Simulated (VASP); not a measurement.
# GaN (F-43m) in VASP: further runs

GaN is run at these levels: PBEsol-based global hybrid, PBE-based screened hybrid; tasks: single point.

Everything below comes from runs of VASP 6.6.1. Logs are shortened: lines on timing, memory, paths and dates and some standing lists are left out, and cuts for length are marked.

## (1) The cell of the first run

The structure is cubic, space group F-43m (No. 216). The conventional cell has a = 4.446 Å, b = 4.446 Å, c = 4.446 Å, α = 90.00°, β = 90.00°, γ = 90.00°. Within 2.6 Å of Ga (site symmetry -43m) lie 4 N at 1.93 Å. N (site symmetry -43m) has 4 Ga at 1.93 Å within 2.6 Å.

## (2) Single point, PBEsol-based global hybrid

POSCAR

```
GaN
1.0
    0.0000000000      2.2230441631      2.2230441631
    2.2230441631      0.0000000000      2.2230441631
    2.2230441631      2.2230441631      0.0000000000
Ga N
1 1
Direct
    0.0000000000      0.0000000000      0.0000000000
    0.2500000000      0.2500000000      0.2500000000
```

INCAR.step1

```
SYSTEM = GaN
ALGO     = Normal         ! electronic algorithm
EDIFF    = 1E-5           ! SCF threshold, eV
ENCUT    = 520            ! plane-wave cutoff, eV
GGA      = PE             ! functional
ISIF     = 2              ! what is computed and relaxed
ISMEAR   = -1             ! smearing method
LASPH    = .True.         ! aspherical terms in the spheres
LREAL    = .False.        ! projectors in reciprocal space
LWAVE    = .True.         ! write WAVECAR
NBANDS   = 16             ! bands
NELM     = 80             ! most SCF steps
PREC     = Accurate       ! precision mode
SIGMA    = 0.05           ! smearing width, eV
```

INCAR.step2

```
SYSTEM = GaN
AEXX     = 0.25           ! exact-exchange fraction
ALGO     = Normal         ! electronic algorithm
EDIFF    = 1E-6           ! SCF threshold, eV
ENCUT    = 520            ! plane-wave cutoff, eV
GGA      = PS             ! functional
ISIF     = 2              ! what is computed and relaxed
ISMEAR   = -1             ! smearing method
ISTART   = 1            
LASPH    = .True.         ! aspherical terms in the spheres
LCHARG   = .True.         ! write CHGCAR
LELF     = .True.         ! ELF
LHFCALC  = .True.         ! exact exchange
LREAL    = .False.        ! projectors in reciprocal space
LVHAR    = .True.       
LWAVE    = .False.        ! write WAVECAR
NBANDS   = 16             ! bands
NELM     = 80             ! most SCF steps
PREC     = Accurate       ! precision mode
PRECFOCK = Normal       
SIGMA    = 0.05           ! smearing width, eV
```

KPOINTS

```
k-points
0
Gamma
  5 5 5
  0 0 0
```

Potentials or basis: VASP PAW PBE potentials, release 64 (Ga_d, N).

Run with:

```bash
> cat potpaw_PBE.64/Ga_d/POTCAR potpaw_PBE.64/N/POTCAR > POTCAR
> cp INCAR.step1 INCAR
> mpirun -np 1 vasp_std > vasp.out
> cp INCAR.step2 INCAR
> mpirun -np 1 vasp_std > vasp.out
```

OUTCAR:

```text
SYSTEM = GaN
   AEXX = 0.25
   EDIFF = 1E-6
   ENCUT = 520
   GGA = PS
   ISIF = 2
   ISMEAR = -1
   ISTART = 1
   LASPH = .True.
   LHFCALC = .True.
   LREAL = .False.
   NELM = 80
   PREC = Accurate
   PRECFOCK = Normal

 ion  position               nearest neighbor table
   1  0.000  0.000  0.000-   2 1.93   2 1.93   2 1.93   2 1.93
   2  0.250  0.250  0.250-   1 1.93   1 1.93   1 1.93   1 1.93

  LATTYP: Found a face centered cubic cell.
 ALAT       =     4.4460883262

  Lattice vectors:

 A1 = (   0.0000000000,   2.2230441631,   2.2230441631)
 A2 = (   2.2230441631,   0.0000000000,   2.2230441631)
 A3 = (   2.2230441631,   2.2230441631,   0.0000000000)

Analysis of symmetry for initial positions (statically):
=====================================================================
 Subroutine PRICEL returns:
 Original cell was already a primitive cell.

 Routine SETGRP: Setting up the symmetry group for a
 face centered cubic supercell.

 Subroutine GETGRP returns: Found 24 space group operations
 (whereof 24 operations were pure point group operations)
 out of a pool of 48 trial point group operations.

The static configuration has the point symmetry T_d .

Analysis of symmetry for dynamics (positions and initial velocities):
=====================================================================
 Subroutine PRICEL returns:
 Original cell was already a primitive cell.

 Routine SETGRP: Setting up the symmetry group for a
 face centered cubic supercell.

 Subroutine GETGRP returns: Found 24 space group operations
 (whereof 24 operations were pure point group operations)
 out of a pool of 48 trial point group operations.

The dynamic configuration has the point symmetry T_d .

 Subroutine INISYM returns: Found 24 space group operations
 (whereof 24 operations are pure point group operations),
 and found     1 'primitive' translations

----------------------------------------------------------------------------------------

                                     Primitive cell

  volume of cell :      21.9722

  direct lattice vectors                    reciprocal lattice vectors
     0.000000000  2.223044163  2.223044163    -0.224916809  0.224916809  0.224916809
     2.223044163  0.000000000  2.223044163     0.224916809 -0.224916809  0.224916809
     2.223044163  2.223044163  0.000000000     0.224916809  0.224916809 -0.224916809

  length of vectors
     3.143859205  3.143859205  3.143859205     0.389567341  0.389567341  0.389567341

  position of ions in fractional coordinates (direct lattice)
     0.000000000  0.000000000  0.000000000
     0.250000000  0.250000000  0.250000000

  ion indices of the primitive-cell ions
   primitive index   ion index
                 1           1
                 2           2

----------------------------------------------------------------------------------------

 KPOINTS: k-points

Automatic generation of k-mesh.
 Grid dimensions read from file:
 generate k-points for:    5    5    5

 Generating k-lattice:

  Cartesian coordinates                     Fractional coordinates (reciprocal lattice)
    -0.044983362  0.044983362  0.044983362     0.200000000  0.000000000  0.000000000
     0.044983362 -0.044983362  0.044983362     0.000000000  0.200000000  0.000000000
     0.044983362  0.044983362 -0.044983362     0.000000000  0.000000000  0.200000000

  Length of vectors
     0.077913468  0.077913468  0.077913468

  Shift w.r.t. Gamma in fractional coordinates (k-lattice)
     0.000000000  0.000000000  0.000000000

 Subroutine IBZKPT returns following result:
 ===========================================

 Found     10 irreducible k-points:

 Following reciprocal coordinates:
            Coordinates               Weight
  0.000000  0.000000  0.000000      1.000000
  0.200000  0.000000  0.000000      8.000000
  0.400000  0.000000  0.000000      8.000000
  0.200000  0.200000  0.000000      6.000000
  0.400000  0.200000  0.000000     24.000000
 -0.400000  0.200000  0.000000     24.000000
 -0.200000  0.200000  0.000000     12.000000
  0.400000  0.400000  0.000000      6.000000
 -0.400000  0.400000  0.000000     12.000000
 -0.400000  0.400000  0.200000     24.000000
   k-points           NKPTS =     10   k-points in BZ     NKDIM =    125   number of bands    NBANDS=     16
   number of dos      NEDOS =    301   number of ions     NIONS =      2
   total plane-waves  NPLWV =  13824
   dimension x,y,z NGX =    24 NGY =   24 NGZ =   24
   dimension x,y,z NGXF=    48 NGYF=   48 NGZF=   48
   ions per type =               1   1
   NGX,Y,Z   is equivalent  to a cutoff of  12.69, 12.69, 12.69 a.u.
   NGXF,Y,Z  is equivalent  to a cutoff of  25.38, 25.38, 25.38 a.u.
 SYSTEM =  GaN
   PREC   = accura    normal or accurate (medium, high low for compatibility)
   ISTART =      1    job   : 0-new  1-cont  2-samecut
   ICHARG =      0    charge: 1-file 2-atom 10-const
   ISPIN  =      1    spin polarized calculation?
   LNONCOLLINEAR =      F non collinear calculations
   LSORBIT =      F    spin-orbit coupling
   LASPH  =      T    aspherical Exc in radial PAW
   ENCUT  =  520.0 eV  38.22 Ry    6.18 a.u.   5.85  5.85  5.85*2*pi/ulx,y,z
   NELM   =     80;   NELMIN=  2; NELMDL=  0     # of ELM steps
   EDIFF  = 0.1E-05   stopping-criterion for ELM
   LREAL  =      F    real-space projection
   EDIFFG = 0.1E-04   stopping-criterion for IOM
   NSW    =      0    number of steps for IOM
   IBRION =     -1    ionic relax: 0-MD 1-quasi-New 2-CG
   NFREE  =      0    steps in history (QN), initial steepest desc. (CG)
   ISIF   =      2    stress and relaxation
   ISYM   =      3    0-nonsym 1-usesym 2-fastsym
   POTIM  = 0.5000    time-step for ionic-motion
   TEBEG  =    0.0;   TEEND  =   0.0 temperature during run
   PSTRESS=    0.0 pullay stress
   NELECT =      18.0000    total number of electrons
   NUPDOWN=      -1.0000    fix difference up-down
   EMIN   =  10.00;   EMAX   =-10.00  energy-range for DOS
   EFERMI =   0.00;   METHOD = LEGACY
   ISMEAR =    -1;   SIGMA  =   0.05  broadening in eV -4-tet -1-fermi 0-gaus
   EFERMI_NEDOS =   21; number of points for ismear=-14 and -15
   IALGO  =     38    algorithm
   IMIX   =      1    mixing-type and parameters
     AMIX     =   0.40;   BMIX     =  1.00
     AMIX_MAG =   1.60;   BMIX_MAG =  1.00
  volume/ion in A,a.u.               =      10.99        74.14
  Fermi-wavevector in a.u.,A,eV,Ry     =   1.531819  2.894719 31.925673  2.346471
  Thomas-Fermi vector in A             =   2.639111
   LORBIT       =      0    0 simple, 1 ext, 2 COOP (PROOUT), +10 PAW based schemes
   GGA     = PS    functional components
   LHFCALC =     T    Hartree Fock is set to
   PRECFOCK=normal    Normal, Fast or Accurate (Low or Medium for compatibility)
   ENCUT4O =  -1.0   cutoff for four orbital integrals eV
   NKREDX  =     1    reduce k-point grid by
   NKREDY  =     1    reduce k-point grid by
   NKREDZ  =     1    reduce k-point grid by
   AEXX    =    0.2500 exact exchange contribution
   HFSCREEN=    0.0000 screening length (either q_TF or 0.3 A-1)
   HFSCREENC=   0.0000 screening length for correlation (either q_TF or 0.3 A-1)
   ENCUTFOCK=  -1.0 apply spherical cutoff to Coloumb kernel
   IVDW    =     0    specifies the selected vdW correction
   LEPSILON=     F    determine dielectric tensor
   LRPA    =     F    only Hartree local field effects (RPA)
 non-spin polarized calculation
  energy-cutoff  :      520.00
  volume of cell :       21.97
 maximum number of plane-waves:       609
  NGX = 18; NGY = 18; NGZ = 18

 number of electron      18.0000015 magnetization

 Free energy of the ion-electron system (eV)
  ---------------------------------------------------
  ext. energy  EPLUGINS =         0.00000000
  ---------------------------------------------------
  free energy    TOTEN  =       -16.37846814 eV

  energy without entropy =      -16.37846814  energy(sigma->0) =      -16.37846814

 E-fermi :   5.5618     XC(G=0):  -9.5053

 val. band max:        4.4010188053   @ k =   0.0000   0.0000   0.0000
 cond. band min:       8.4034952922   @ k =   0.0000   0.0000   0.0000
 fundamental gap:      4.0024764869
 Fermi energy:         5.5618403253

 k-point     1 :       0.0000    0.0000    0.0000
  band No.  band energies     occupation
      1     -13.4303      2.00000
      2     -11.1898      2.00000
      3     -11.1898      2.00000
      4     -11.1898      2.00000
      5     -10.8283      2.00000
      6     -10.8283      2.00000
[... 8 lines left out ...]
     15      25.9109      0.00000
     16      25.9109      0.00000

 k-point     2 :       0.2000    0.0000    0.0000
  band No.  band energies     occupation
      1     -13.0366      2.00000
      2     -11.1408      2.00000
      3     -11.1408      2.00000
      4     -10.9148      2.00000
      5     -10.8294      2.00000
      6     -10.8294      2.00000
[... 8 lines left out ...]
     15      23.7368      0.00000
     16      23.7368      0.00000

 k-point     3 :       0.4000    0.0000    0.0000
  band No.  band energies     occupation
      1     -12.6536      2.00000
      2     -11.0947      2.00000
      3     -11.0947      2.00000
      4     -10.7945      2.00000
      5     -10.7945      2.00000
      6      -9.6269      2.00000
[... 8 lines left out ...]
     15      26.0405      0.00000
     16      26.0405      0.00000

 k-point     4 :       0.2000    0.2000    0.0000
  band No.  band energies     occupation
      1     -12.9213      2.00000
      2     -11.0862      2.00000
      3     -11.0862      2.00000
      4     -10.9875      2.00000
      5     -10.8007      2.00000
      6     -10.7625      2.00000
[... 8 lines left out ...]
     15      28.1454      0.00000
     16      28.7870      0.00000
[... 58 lines left out ...]
 k-point     8 :       0.4000    0.4000    0.0000
  band No.  band energies     occupation
      1     -12.5181      2.00000
      2     -11.0577      2.00000
      3     -10.8986      2.00000
      4     -10.8986      2.00000
      5     -10.7556      2.00000
      6      -9.1653      2.00000
[... 8 lines left out ...]
     15      30.0239      0.00000
     16      30.9535      0.00000

 k-point     9 :      -0.4000    0.4000    0.0000
  band No.  band energies     occupation
      1     -12.4928      2.00000
      2     -11.0525      2.00000
      3     -10.9078      2.00000
      4     -10.8962      2.00000
      5     -10.7768      2.00000
      6      -8.4796      2.00000
[... 8 lines left out ...]
     15      29.0960      0.00000
     16      30.7791      0.00000

 k-point    10 :      -0.4000    0.4000    0.2000
  band No.  band energies     occupation
      1     -12.5055      2.00000
      2     -11.0322      2.00000
      3     -10.9973      2.00000
      4     -10.8666      2.00000
      5     -10.8014      2.00000
      6      -8.6828      2.00000
[... 8 lines left out ...]
     15      26.7357      0.00000
     16      31.0811      0.00000

------------------------ aborting loop because EDIFF is reached ----------------------------------------

  FORCE on cell =-STRESS in cart. coord.  units (eV):
  Direction    XX          YY          ZZ          XY          YZ          ZX
  --------------------------------------------------------------------------------------
  -------------------------------------------------------------------------------------
  Total        0.3288769      0.3288769      0.3288769     -0.0000000      0.0000000     -0.0000000
  in kB       23.9811302     23.9811302     23.9811302     -0.0000000      0.0000000     -0.0000000
  external PRESSURE =      23.9811302 kB  Pullay stress =       0.0000000 kB

 VOLUME and BASIS-vectors are now :
 -----------------------------------------------------------------------------
  energy-cutoff  :      520.00
  volume of cell :       21.97
      direct lattice vectors                 reciprocal lattice vectors
     0.000000000  2.223044163  2.223044163    -0.224916809  0.224916809  0.224916809
     2.223044163  0.000000000  2.223044163     0.224916809 -0.224916809  0.224916809
     2.223044163  2.223044163  0.000000000     0.224916809  0.224916809 -0.224916809

 POSITION                                       TOTAL-FORCE (eV/Angst)
 -----------------------------------------------------------------------------------
      0.00000      0.00000      0.00000        -0.000000     -0.000000     -0.000000
      1.11152      1.11152      1.11152         0.000000      0.000000      0.000000
 -----------------------------------------------------------------------------------
    total drift:                               -0.000011     -0.000008     -0.000003

  FREE ENERGIE OF THE ION-ELECTRON SYSTEM (eV)
  ---------------------------------------------------
  free  energy   TOTEN  =       -16.3784681379 eV

  energy  without entropy=      -16.3784681379  energy(sigma->0) =      -16.37846814
```

Wall time 11 min (1 thread of Intel Xeon Platinum 8175M at 2.50GHz (Skylake/Cascade Lake), shared host); peak memory 0.15 GiB.

Results:

```
Free energy            : -16.3785 eV
Pressure               : 2.4 GPa
Band gap on the k mesh : 4.00 eV, direct
```

Levels at points of the mesh, in eV from the valence-band top:
| k point | band 5 | band 6 | band 7 | band 8 | band 9 | band 10 | band 11 | band 12 | band 13 | band 14 |
| --- | --- | --- | --- | --- | --- | --- | --- | --- | --- | --- |
| (0.00, 0.00, 0.00) | -15.23 | -15.23 | 0.00 | 0.00 | 0.00 | 4.00 | 12.89 | 12.89 | 12.89 | 20.55 |

Caveat: the k points lie up to 0.49 Å⁻¹ apart; the PAW data sets were made with another functional, which shifts forces and pressure a little.

## (3) Single point, PBE-based screened hybrid

This run uses another cell than the first one, of 11.44 Å³/atom, 1.042 times its volume.

POSCAR

```
GaN
1.0
    0.0000000000      2.2535006075      2.2535006075
    2.2535006075      0.0000000000      2.2535006075
    2.2535006075      2.2535006075      0.0000000000
Ga N
1 1
Direct
    0.0000000000      0.0000000000      0.0000000000
    0.2500000000      0.2500000000      0.2500000000
```

INCAR.step1

```
  PREC = Accurate
  ENCUT = 520
  EDIFF = 1E-5
  ISMEAR = -1
  SIGMA = 0.05
  LREAL = False
  LASPH = True
  NELM = 80
  ALGO = Normal
  ISIF = 2
  LWAVE = True
  LCHARG = False
  GGA = PE
  NBANDS = 16
```

INCAR.step2

```
  PREC = Accurate
  ENCUT = 520
  EDIFF = 1E-7
  ISMEAR = -1
  SIGMA = 0.05
  LREAL = False
  LASPH = True
  NELM = 80
  ALGO = Normal
  ISIF = 2
  LWAVE = False
  LCHARG = False
  GGA = PE
  LHFCALC = True
  AEXX = 0.25
  HFSCREEN = 0.1
  PRECFOCK = Normal
  ISTART = 1
  NBANDS = 16
```

KPOINTS

```
regular mesh
0
Gamma
  5 5 5
```

Potentials or basis: VASP PAW PBE potentials, release 64 (Ga_d, N).

Run with:

```bash
> cat potpaw_PBE.64/Ga_d/POTCAR potpaw_PBE.64/N/POTCAR > POTCAR
> cp INCAR.step1 INCAR
> mpirun -np 1 vasp_std > vasp.out
> cp INCAR.step2 INCAR
> mpirun -np 1 vasp_std > vasp.out
```

OUTCAR:

```text
PREC = Accurate
   ENCUT = 520
   EDIFF = 1E-7
   ISMEAR = -1
   LREAL = False
   LASPH = True
   NELM = 80
   ISIF = 2
   GGA = PE
   LHFCALC = True
   AEXX = 0.25
   HFSCREEN = 0.1
   PRECFOCK = Normal
   ISTART = 1

 ion  position               nearest neighbor table
   1  0.000  0.000  0.000-   2 1.95   2 1.95   2 1.95   2 1.95
   2  0.250  0.250  0.250-   1 1.95   1 1.95   1 1.95   1 1.95

  LATTYP: Found a face centered cubic cell.
[... 369 lines left out ...]
     16      29.8834      0.00000

------------------------ aborting loop because EDIFF is reached ----------------------------------------

  FORCE on cell =-STRESS in cart. coord.  units (eV):
  Direction    XX          YY          ZZ          XY          YZ          ZX
  --------------------------------------------------------------------------------------
  -------------------------------------------------------------------------------------
  Total       -0.2464155     -0.2464155     -0.2464155     -0.0000000      0.0000000     -0.0000000
  in kB      -17.2494641    -17.2494641    -17.2494641     -0.0000000      0.0000000     -0.0000000
  external PRESSURE =     -17.2494641 kB  Pullay stress =       0.0000000 kB

 VOLUME and BASIS-vectors are now :
 -----------------------------------------------------------------------------
  energy-cutoff  :      520.00
  volume of cell :       22.89
      direct lattice vectors                 reciprocal lattice vectors
     0.000000000  2.253500607  2.253500607    -0.221877020  0.221877020  0.221877020
     2.253500607  0.000000000  2.253500607     0.221877020 -0.221877020  0.221877020
     2.253500607  2.253500607  0.000000000     0.221877020  0.221877020 -0.221877020

 POSITION                                       TOTAL-FORCE (eV/Angst)
 -----------------------------------------------------------------------------------
      0.00000      0.00000      0.00000         0.000000      0.000000      0.000000
      1.12675      1.12675      1.12675        -0.000000     -0.000000     -0.000000
 -----------------------------------------------------------------------------------
    total drift:                               -0.000001     -0.000005     -0.000002

  FREE ENERGIE OF THE ION-ELECTRON SYSTEM (eV)
  ---------------------------------------------------
  free  energy   TOTEN  =       -15.2148797697 eV

  energy  without entropy=      -15.2148797697  energy(sigma->0) =      -15.21487977
```

It took 12 min on 1 thread of Intel Xeon Platinum 8175M at 2.50GHz (Skylake/Cascade Lake), shared host; peak memory 0.25 GiB.

What came out:

```
Free energy            : -15.2149 eV
Pressure               : -1.7 GPa
Band gap on the k mesh : 3.33 eV, direct
```

Levels at points of the mesh, in eV from the valence-band top:
```csv
k point,band 5,band 6,band 7,band 8,band 9,band 10,band 11,band 12,band 13,band 14
"(0.00, 0.00, 0.00)",-15.29,-15.29,0.00,0.00,0.00,3.33,12.29,12.29,12.29,19.75
```

Caveat: the k points lie up to 0.48 Å⁻¹ apart; the PAW data sets were made with another functional, which shifts forces and pressure a little.

(Part 1 of 2 ends here.)
